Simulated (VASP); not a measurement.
# Te2Mo (P2_1/m) in VASP: notebook

Te2Mo is run at these levels: PBEsol, RPBE+D3(BJ); tasks: single point.

All numbers are computed with VASP 6.6.1; they aren't measurements. Logs are shortened: lines on timing, memory, paths and dates and some standing lists are left out, and cuts for length are marked.

## Step 1: The cell of the first run

It takes space group P2_1/m (No. 11, monoclinic). Conventional cell: a = 6.312 Å, b = 3.431 Å, c = 13.127 Å, α = 90.00°, β = 94.58°, γ = 90.00°. Within 3.6 Å of Te (site symmetry m) lie 3 Mo at 2.76 to 2.78 Å and 8 Te at 3.40 to 3.59 Å. Within 3.5 Å of Te (site symmetry m) lie 3 Mo at 2.68 Å and 2 Te at 3.43 Å. Te (site symmetry m) has 3 Mo at 2.76 to 2.79 Å and 6 Te at 3.41 to 3.58 Å within 3.6 Å. Te (site symmetry m) has 3 Mo at 2.68 to 2.69 Å and 2 Te at 3.43 Å within 3.5 Å. Mo (site symmetry m) has 6 Te at 2.68 to 2.79 Å and 4 Mo at 2.87 to 3.43 Å within 3.5 Å. Within 3.5 Å of Mo (site symmetry m) lie 6 Te at 2.68 to 2.78 Å and 4 Mo at 2.87 to 3.43 Å.

## Step 2: Single point, PBEsol

INCAR

```
SYSTEM = Te2Mo
ALGO = Normal ; EDIFF = 1E-7
ENCUT = 520 ; GGA = PS
ISIF = 2 ; ISMEAR = -1
LASPH = .TRUE. ; LCHARG = .FALSE.
LREAL = .FALSE. ; LWAVE = .FALSE.
NBANDS = 64 ; NELM = 60
PREC = Accurate ; SIGMA = 0.05
```

KPOINTS

```
k-points
0
G
  3 6 2
  0 0 0
```

POSCAR

```
Te2Mo
1.0
    6.3121582557      0.0000000000     -0.0243867938
    0.0000000000      3.4313501114      0.0000000000
   -0.9973980170      0.0000000000     13.0895472144
Te Mo
8 4
Direct
    0.9489447909      0.7500000000      0.6071957087
    0.0510552091      0.2500000000      0.3928042913
    0.9009606673      0.2500000000      0.8436511747
    0.0990393327      0.7500000000      0.1563488253
    0.4101256975      0.7500000000      0.8928385495
    0.5898743025      0.2500000000      0.1071614505
    0.4458683518      0.2500000000      0.6556763410
    0.5541316482      0.7500000000      0.3443236590
    0.8167565570      0.7500000000      0.9924035554
    0.1832434430      0.2500000000      0.0075964446
    0.6813212463      0.2500000000      0.4940944660
    0.3186787537      0.7500000000      0.5059055340
```

Potentials or basis: VASP PAW PBE potentials, release 64 (Te, Mo_sv).

The run is started by

```bash
cat potpaw_PBE.64/Te/POTCAR potpaw_PBE.64/Mo_sv/POTCAR > POTCAR
mpirun -np 1 vasp_std > vasp.out
```

OUTCAR:

```text
SYSTEM = Te2Mo
   EDIFF = 1E-7
   ENCUT = 520
   GGA = PS
   ISIF = 2
   ISMEAR = -1
   LASPH = .TRUE.
   LREAL = .FALSE.
   NELM = 60
   PREC = Accurate

 ion  position               nearest neighbor table
   1  0.949  0.750  0.607-  11 2.76  11 2.76  12 2.78   2 3.40   2 3.40   3 3.58   3 3.58   7 3.59
                             7 3.59
   2  0.051  0.250  0.393-  12 2.76  12 2.76  11 2.78   1 3.40   1 3.40   4 3.58   4 3.58   8 3.59
                             8 3.59
   3  0.901  0.250  0.844-  10 2.68   9 2.68   9 2.68   1 3.58   1 3.58   7 3.63   5 3.64   5 3.64
                             5 3.65   5 3.65
   4  0.099  0.750  0.156-   9 2.68  10 2.68  10 2.68   2 3.58   2 3.58   8 3.63   6 3.64   6 3.64
                             6 3.65   6 3.65
   5  0.410  0.750  0.893-  10 2.76  10 2.76   9 2.79   6 3.41   6 3.41   7 3.58   7 3.58   3 3.64
                             3 3.64   3 3.65   3 3.65
   6  0.590  0.250  0.107-   9 2.76   9 2.76  10 2.79   5 3.41   5 3.41   8 3.58   8 3.58   4 3.64
                             4 3.64   4 3.65   4 3.65
   7  0.446  0.250  0.656-  12 2.68  12 2.68  11 2.69   5 3.58   5 3.58   1 3.59   1 3.59   3 3.63
[... 7 lines left out ...]
  11  0.681  0.250  0.494-   8 2.68   8 2.68   7 2.69   1 2.76   1 2.76   2 2.78  12 2.87  12 2.87

  12  0.319  0.750  0.506-   7 2.68   7 2.68   8 2.69   2 2.76   2 2.76   1 2.78  11 2.87  11 2.87

  LATTYP: Found a simple monoclinic cell.
 ALAT       =     6.3122053643
 B/A-ratio  =     0.5436055884
 C/A-ratio  =     2.0796997803
 COS(beta)  =    -0.0798295041

  Lattice vectors:

 A1 = (   6.3121582557,   0.0000000000,  -0.0243867938)
 A2 = (   0.0000000000,   3.4313501114,   0.0000000000)
 A3 = (  -0.9973980170,   0.0000000000,  13.0895472144)

Analysis of symmetry for initial positions (statically):
=====================================================================
 Subroutine PRICEL returns:
 Original cell was already a primitive cell.

 Routine SETGRP: Setting up the symmetry group for a
 simple monoclinic supercell.

 Subroutine GETGRP returns: Found  4 space group operations
 (whereof  2 operations were pure point group operations)
 out of a pool of  4 trial point group operations.

The static configuration has the point symmetry S_2 .
 The point group associated with its full space group is C_2h.

Analysis of symmetry for dynamics (positions and initial velocities):
=====================================================================
 Subroutine PRICEL returns:
 Original cell was already a primitive cell.

 Routine SETGRP: Setting up the symmetry group for a
 simple monoclinic supercell.

[... 130 lines left out ...]
   EFERMI =   0.00;   METHOD = LEGACY
   ISMEAR =    -1;   SIGMA  =   0.05  broadening in eV -4-tet -1-fermi 0-gaus
   EFERMI_NEDOS =   21; number of points for ismear=-14 and -15
   IALGO  =     38    algorithm
   IMIX   =      4    mixing-type and parameters
     AMIX     =   0.40;   BMIX     =  1.00
     AMIX_MAG =   1.60;   BMIX_MAG =  1.00
  volume/ion in A,a.u.               =      23.62       159.39
  Fermi-wavevector in a.u.,A,eV,Ry     =   1.172032  2.214819 18.689759  1.373658
  Thomas-Fermi vector in A             =   2.308467
   LORBIT       =      0    0 simple, 1 ext, 2 COOP (PROOUT), +10 PAW based schemes
   GGA     = PS    functional components
   LHFCALC =     F    Hartree Fock is set to
   AEXX    =    0.0000 exact exchange contribution
   IVDW    =     0    specifies the selected vdW correction
   LEPSILON=     F    determine dielectric tensor
   LRPA    =     F    only Hartree local field effects (RPA)
 non-spin polarized calculation
  energy-cutoff  :      520.00
  volume of cell :      283.43
 maximum number of plane-waves:      7669
 NGX is ok and might be reduce to    48
   NGX = 23   NGY = 13   NGZ = 49

 number of electron     103.9999993 magnetization

 Free energy of the ion-electron system (eV)
  ---------------------------------------------------
  ext. energy  EPLUGINS =         0.00000000
  ---------------------------------------------------
  free energy    TOTEN  =       -78.52084877 eV

  energy without entropy =      -78.48647804  energy(sigma->0) =      -78.50366341

 E-fermi :   9.1071     XC(G=0): -10.8869

 val. band max:        9.0929223047   @ k =   0.3333   0.0000   0.0000
 cond. band min:       9.1404372732   @ k =   0.0000   0.1667   0.0000
 fundamental gap:      0.0475149684
 Fermi energy:         9.1071012971

 k-point     1 :       0.0000    0.0000    0.0000
  band No.  band energies     occupation
      1     -51.8872      2.00000
      2     -51.8569      2.00000
      3     -51.8233      2.00000
      4     -51.7929      2.00000
      5     -26.2005      2.00000
      6     -26.1708      2.00000
[... 1061 lines left out ...]
     63      11.5255      0.00000
     64      11.5255      0.00000

------------------------ aborting loop because EDIFF is reached ----------------------------------------

  FORCE on cell =-STRESS in cart. coord.  units (eV):
  Direction    XX          YY          ZZ          XY          YZ          ZX
  --------------------------------------------------------------------------------------
  -------------------------------------------------------------------------------------
  Total        3.7700336      3.6894411      3.7150309      0.0000000      0.0000000      0.0035671
  in kB       21.3116040     20.8560232     21.0006794      0.0000000      0.0000000      0.0201645
  external PRESSURE =      21.0561022 kB  Pullay stress =       0.0000000 kB

 VOLUME and BASIS-vectors are now :
 -----------------------------------------------------------------------------
  energy-cutoff  :      520.00
  volume of cell :      283.43
      direct lattice vectors                 reciprocal lattice vectors
     6.312158256  0.000000000 -0.024386794     0.158471070  0.000000000  0.012075187
     0.000000000  3.431350111  0.000000000     0.000000000  0.291430477  0.000000000
    -0.997398017  0.000000000 13.089547214     0.000295243  0.000000000  0.076419334

 POSITION                                       TOTAL-FORCE (eV/Angst)
 -----------------------------------------------------------------------------------
      5.38427      2.57351      7.92478         0.002248      0.000000      0.020509
     -0.06951      0.85784      5.14039        -0.002248      0.000000     -0.020509
      4.84555      0.85784     11.02104         0.001875     -0.000000     -0.025082
      0.46921      2.57351      2.04412        -0.001875      0.000000      0.025082
      1.69826      2.57351     11.67685         0.004826      0.000000     -0.019823
      3.61650      0.85784      1.38831        -0.004826      0.000000      0.019823
      2.16042      0.85784      8.57163         0.000854      0.000000      0.024283
      3.15434      2.57351      4.49353        -0.000854      0.000000     -0.024283
      4.16568      2.57351     12.97020        -0.014578      0.000000      0.000889
      1.14908      0.85784      0.09497         0.014578      0.000000     -0.000889
      3.80780      0.85784      6.45086         0.010515     -0.000000      0.001076
      1.50696      2.57351      6.61430        -0.010515      0.000000     -0.001076
 -----------------------------------------------------------------------------------
    total drift:                                0.000000     -0.000000     -0.000000

  FREE ENERGIE OF THE ION-ELECTRON SYSTEM (eV)
  ---------------------------------------------------
  free  energy   TOTEN  =       -78.5208487674 eV

  energy  without entropy=      -78.4864780431  energy(sigma->0) =      -78.50366341
```

OSZICAR:

```text
N       E                     dE             d eps       ncg     rms          rms(c)
DAV:   1     0.869468409224E+03    0.86947E+03   -0.53670E+04  2344   0.147E+03
DAV:   2    -0.221100603303E+02   -0.89158E+03   -0.86721E+03  2536   0.353E+02
DAV:   3    -0.791767862303E+02   -0.57067E+02   -0.55328E+02  2480   0.762E+01
[... 14 lines left out ...]
DAV:  18    -0.785208531223E+02    0.13045E-04   -0.18681E-05  2408   0.170E-02    0.794E-02
DAV:  19    -0.785208500872E+02    0.30351E-05   -0.50736E-06  2704   0.774E-03    0.374E-02
DAV:  20    -0.785208490829E+02    0.10042E-05   -0.13647E-06  2344   0.437E-03    0.145E-02
DAV:  21    -0.785208488296E+02    0.25332E-06   -0.38297E-07  1952   0.210E-03    0.580E-03
DAV:  22    -0.785208487674E+02    0.62248E-07   -0.47390E-08  1256   0.933E-04
   1 F= -.78520849E+02 E0= -.78503663E+02  d E =-.343707E-01
```

Run time: 5.7 min. Hardware: 1 thread of AMD EPYC 9R45 (Zen 5), shared host; peak memory 0.44 GiB.

Results:

- Free energy: -78.5208 eV
- Pressure: 2.1 GPa
- Largest force: 0.025 eV/Å
- Band gap on the k mesh: zero (band 52 reaches 9.45 eV, above the bottom of band 53 at 9.07 eV)

Forces on the atoms (eV/Å):
```
Te   0.002  0.000  0.021
Te  -0.002  0.000 -0.021
Te   0.002  0.000 -0.025
Te  -0.002  0.000  0.025
Te   0.005  0.000 -0.020
Te  -0.005  0.000  0.020
Te   0.001  0.000  0.024
Te  -0.001  0.000 -0.024
Mo  -0.015  0.000  0.001
Mo   0.015  0.000 -0.001
Mo   0.011  0.000  0.001
Mo  -0.011  0.000 -0.001
```

Caveat: the PAW data sets were made with another functional, which shifts forces and pressure a little; spin-orbit coupling is left out, which moves the levels of the heavy elements.

## Step 3: Single point, PBEsol

This run uses another cell than the first one, of 21.53 Å³/atom, 0.911 times its volume.

INCAR

```
SYSTEM = Te2Mo
  PREC = Accurate
  ENCUT = 520
  EDIFF = 1E-6
  ISMEAR = -1
  SIGMA = 0.05
  LREAL = .False.
  LASPH = .True.
  NELM = 60
  ALGO = Normal
  ISIF = 2
  LWAVE = .False.
  LCHARG = .False.
  GGA = PS
  NBANDS = 64
```

KPOINTS

```
regular mesh
0
Gamma
  3 6 2
  0 0 0
```

POSCAR

```
Te2Mo
1.0
    6.1897839879      0.0000000000     -0.0903853613
    0.0000000000      3.3514412747      0.0000000000
   -1.1232653240      0.0000000000     12.4688015268
Te Mo
8 4
Direct
    0.9572584728      0.7500000000      0.6126455653
    0.0427415272      0.2500000000      0.3873544347
    0.8979396056      0.2500000000      0.8362449166
    0.1020603944      0.7500000000      0.1637550834
    0.4038332157      0.7500000000      0.8874839426
    0.5961667843      0.2500000000      0.1125160574
    0.4516620178      0.2500000000      0.6629011531
    0.5483379822      0.7500000000      0.3370988469
    0.8142198447      0.7500000000      0.9912506825
    0.1857801553      0.2500000000      0.0087493175
    0.6824854023      0.2500000000      0.4946174137
    0.3175145977      0.7500000000      0.5053825863
```

Potentials or basis: VASP PAW PBE potentials, release 64 (Te, Mo_sv).

The run is started by

```bash
cat potpaw_PBE.64/Te/POTCAR potpaw_PBE.64/Mo_sv/POTCAR > POTCAR
mpirun -np 1 vasp_std > vasp.out
```

Wall time 5.6 min (1 thread of AMD EPYC 7R43 (Zen 3), shared host); peak memory 0.43 GiB.

The run converged. Its results:

| Item | Value |
| --- | --- |
| Free energy | -77.6500 eV |
| Pressure | 10.1 GPa |
| Largest force | 0.032 eV/Å |
| Band gap on the k mesh | zero (band 52 reaches 11.05 eV, above the bottom of band 53 at 10.47 eV) |

Forces in eV/Å, atoms in the order of the input:
```
Te   0.000  0.000  0.021
Te   0.000  0.000 -0.021
Te   0.004  0.000 -0.032
Te  -0.004  0.000  0.032
Te   0.003  0.000 -0.022
Te  -0.003  0.000  0.022
Te   0.000  0.000  0.030
Te   0.000  0.000 -0.030
Mo  -0.015  0.000  0.009
Mo   0.015  0.000 -0.009
Mo   0.014  0.000  0.000
Mo  -0.014  0.000  0.000
```

Levels at points of the mesh, in eV from the Fermi level:
```
           k point  band 49  band 50  band 51  band 52  band 53  band 54  band 55  band 56
(0.00, 0.00, 0.00)    -0.27    -0.18     0.35     0.40     0.75     0.75     0.87     1.07
(0.00, 0.50, 0.00)    -1.65    -1.65    -1.40    -1.40     0.81     0.81     1.26     1.26
(0.00, 0.00, 0.50)    -0.08    -0.05     0.08     0.53     0.56     0.68     0.94     1.11
(0.00, 0.50, 0.50)    -1.77    -1.77    -1.37    -1.37     0.67     0.67     1.33     1.33
```

Caveat: the PAW data sets were made with another functional, which shifts forces and pressure a little; spin-orbit coupling is left out, which moves the levels of the heavy elements.

## Step 4: Single point, RPBE+D3(BJ)

This run uses another cell than the first one, of 26.82 Å³/atom, 1.136 times its volume.

INCAR

```
SYSTEM = Te2Mo
PREC = Accurate ; ENCUT = 520
EDIFF = 1E-6 ; ISMEAR = -1
SIGMA = 0.05 ; LREAL = .False.
LASPH = .True. ; NELM = 100
ALGO = Normal ; ISIF = 2
LWAVE = .False. ; LCHARG = .False.
GGA = RP ; IVDW = 12
NBANDS = 64
```

KPOINTS

```
regular mesh
0
Gamma
  4 8 2
  0 0 0
```

POSCAR

```
Te2Mo
1.0
    6.4541491659      0.0000000000      0.0000000000
    0.0000000000      3.5370368810      0.0000000000
   -0.9653640253      0.0000000000     14.0988225237
Te Mo
8 4
Direct
    0.9437000000      0.7500000000      0.6045000000
    0.0563000000      0.2500000000      0.3955000000
    0.9030000000      0.2500000000      0.8514000000
    0.0970000000      0.7500000000      0.1486000000
    0.4112000000      0.7500000000      0.8955000000
    0.5888000000      0.2500000000      0.1045000000
    0.4432000000      0.2500000000      0.6484000000
    0.5568000000      0.7500000000      0.3516000000
    0.8167000000      0.7500000000      0.9926000000
    0.1833000000      0.2500000000      0.0074000000
    0.6819000000      0.2500000000      0.4934000000
    0.3181000000      0.7500000000      0.5066000000
```

The run is started by

```bash
cat potpaw_PBE.64/Te/POTCAR potpaw_PBE.64/Mo_sv/POTCAR > POTCAR
mpirun -np 1 vasp_std > vasp.out
```

It took 35 min on 1 thread of AMD EPYC, shared host; peak memory 0.64 GiB.

It converged, with:

* Free energy: -96.3082 eV
* Pressure: -20.8 GPa
* Largest force: 1.572 eV/Å
* Band gap on the k mesh: zero (band 52 reaches 7.65 eV, above the bottom of band 53 at 7.54 eV)
* Dispersion energy per atom: -2.474 eV

Forces on the atoms (eV/Å):
```
Te   0.007  0.000 -1.354
Te  -0.007  0.000  1.354
Te  -0.031  0.000  1.533
Te   0.031  0.000 -1.533
Te   0.033  0.000  1.377
Te  -0.033  0.000 -1.377
Te   0.046  0.000 -1.571
Te  -0.046  0.000  1.571
Mo   0.451  0.000  0.034
Mo  -0.451  0.000 -0.034
Mo  -0.518  0.000  0.014
Mo   0.518  0.000 -0.014
```

Stress tensor (GPa, compression positive):
```
-21.25   0.00   0.08
  0.00 -22.58   0.00
  0.08   0.00 -18.45
```

Levels at points of the mesh, in eV from the Fermi level:
```csv
k point,band 49,band 50,band 51,band 52,band 53,band 54,band 55,band 56
"(0.00, 0.00, 0.00)",-0.40,-0.11,0.07,0.08,0.44,0.65,0.81,0.90
"(0.50, 0.00, 0.00)",-0.78,-0.77,-0.65,-0.57,-0.02,0.04,0.79,0.81
"(0.00, 0.50, 0.00)",-1.41,-1.41,-1.39,-1.39,1.00,1.00,1.09,1.09
"(0.50, 0.50, 0.00)",-0.98,-0.98,-0.91,-0.91,0.95,0.95,1.01,1.01
"(0.00, 0.00, 0.50)",-0.09,-0.06,-0.03,-0.03,0.45,0.55,0.83,0.89
"(0.50, 0.00, 0.50)",-0.79,-0.77,-0.62,-0.42,0.02,0.07,0.76,0.83
"(0.00, 0.50, 0.50)",-1.44,-1.44,-1.38,-1.38,1.00,1.00,1.08,1.08
"(0.50, 0.50, 0.50)",-0.98,-0.98,-0.91,-0.91,0.97,0.97,0.98,0.98
```

Caveat: the PAW data sets were made with another functional, which shifts forces and pressure a little; spin-orbit coupling is left out, which moves the levels of the heavy elements.

## Step 5: Single point, RPBE+D3(BJ)

This run uses another cell than the first one, of 26.32 Å³/atom, 1.114 times its volume.

INCAR

```
SYSTEM = Te2Mo
  ALGO = Normal
  EDIFF = 1E-7
  ENCUT = 520
  GGA = RP
  ISIF = 2
  ISMEAR = -1
  IVDW = 12
  LASPH = .True.
  LCHARG = .True.
  LELF = .True.
  LREAL = .False.
  LVHAR = .True.
  LWAVE = .False.
  NBANDS = 64
  NELM = 100
  PREC = Accurate
  SIGMA = 0.05
```

KPOINTS

```
k-points
0
Gamma
  4 8 2
  0 0 0
```

POSCAR, as its differences from that of step 4:

```diff
@@ -2,5 +2,5 @@
 1.0
-    6.4541491659      0.0000000000      0.0000000000
-    0.0000000000      3.5370368810      0.0000000000
-   -0.9653640253      0.0000000000     14.0988225237
+    6.4132990262      0.0000000000      0.0000000000
+    0.0000000000      3.5146499719      0.0000000000
+   -0.9592539627      0.0000000000     14.0095870791
 Te Mo
```

The run is started by

```bash
cat potpaw_PBE.64/Te/POTCAR potpaw_PBE.64/Mo_sv/POTCAR > POTCAR
mpirun -np 1 vasp_std > vasp.out
```

It took 9.1 min on 1 thread of Intel Xeon 6975P-C (Granite Rapids), shared host; peak memory 0.66 GiB.

Results (log left out):

```yaml
Free_energy: -97.0774 eV
Pressure: -19.9 GPa
Largest_force: 1.301 eV/Å
Band_gap_on_the_k_mesh: zero (band 52 reaches 7.90 eV, above the bottom of band 53 at 7.78 eV)
Dispersion_energy_per_atom: -2.537 eV
```

Forces on the atoms (eV/Å):
```
Te   0.031  0.000 -1.207
Te  -0.031  0.000  1.207
Te  -0.033  0.000  1.261
Te   0.033  0.000 -1.261
Te   0.056  0.000  1.234
Te  -0.056  0.000 -1.234
Te   0.040  0.000 -1.300
Te  -0.040  0.000  1.300
Mo   0.391  0.000  0.052
Mo  -0.391  0.000 -0.052
Mo  -0.466  0.000  0.040
Mo   0.466  0.000 -0.040
```

Stress tensor (GPa, compression positive):
```
-20.33   0.00   0.07
  0.00 -21.85   0.00
  0.07   0.00 -17.37
```

Levels at points of the mesh, in eV from the Fermi level:
```tsv
k point	band 48	band 49	band 50	band 51	band 52	band 53	band 54	band 55	band 56	band 57
(0.00, 0.00, 0.00)	-0.49	-0.41	-0.11	0.07	0.09	0.44	0.66	0.84	0.93	1.12
(0.50, 0.00, 0.00)	-0.84	-0.81	-0.79	-0.65	-0.57	-0.04	0.02	0.82	0.84	1.40
(0.00, 0.50, 0.00)	-1.64	-1.45	-1.45	-1.41	-1.41	1.01	1.01	1.12	1.12	1.19
(0.50, 0.50, 0.00)	-1.73	-1.01	-1.01	-0.93	-0.93	0.98	0.98	1.03	1.03	1.68
(0.00, 0.00, 0.50)	-0.61	-0.08	-0.05	-0.03	-0.03	0.46	0.55	0.86	0.92	1.45
(0.50, 0.00, 0.50)	-0.84	-0.81	-0.79	-0.63	-0.42	0.00	0.05	0.79	0.87	1.32
(0.00, 0.50, 0.50)	-1.69	-1.48	-1.48	-1.41	-1.41	1.01	1.01	1.11	1.11	1.22
(0.50, 0.50, 0.50)	-1.73	-1.00	-1.00	-0.93	-0.93	0.99	0.99	1.00	1.00	1.60
```

Caveat: the PAW data sets were made with another functional, which shifts forces and pressure a little; spin-orbit coupling is left out, which moves the levels of the heavy elements; pairwise dispersion overbinds metals, which lowers pressure and volume.

## Step 6: Summary

| level | cell | k mesh | gap on the mesh (eV) | pressure (GPa) | largest force (eV/Å) |
| --- | --- | --- | --- | --- | --- |
| PBEsol | a = 6.312, b = 3.431, c = 13.127 Å, angles 90.0, 94.6, 90.0°, 12 atoms | 3 × 6 × 2 | none | 2.1 | 0.03 |
| PBEsol | a = 6.190, b = 3.351, c = 12.519 Å, angles 90.0, 96.0, 90.0°, 12 atoms | 3 × 6 × 2 | none | 10.1 | 0.03 |
| RPBE+D3(BJ) | a = 6.454, b = 3.537, c = 14.132 Å, angles 90.0, 93.9, 90.0°, 12 atoms | 4 × 8 × 2 | none | -20.8 | 1.57 |
| RPBE+D3(BJ) | a = 6.413, b = 3.515, c = 14.042 Å, angles 90.0, 93.9, 90.0°, 12 atoms | 4 × 8 × 2 | none | -19.9 | 1.30 |

Alike in all rows: task single point; potentials or basis VASP PAW PBE potentials, release 64 (Te, Mo_sv); no spin polarisation; cutoff (eV) 520; smearing fermi-dirac 0.05 eV.

Caveats: the PAW data sets were made with another functional, which shifts forces and pressure a little; spin-orbit coupling is left out, which moves the levels of the heavy elements; pairwise dispersion overbinds metals, which lowers pressure and volume (some runs).

Total energies depend on the potentials used, so only differences within one code and one set of settings carry meaning.
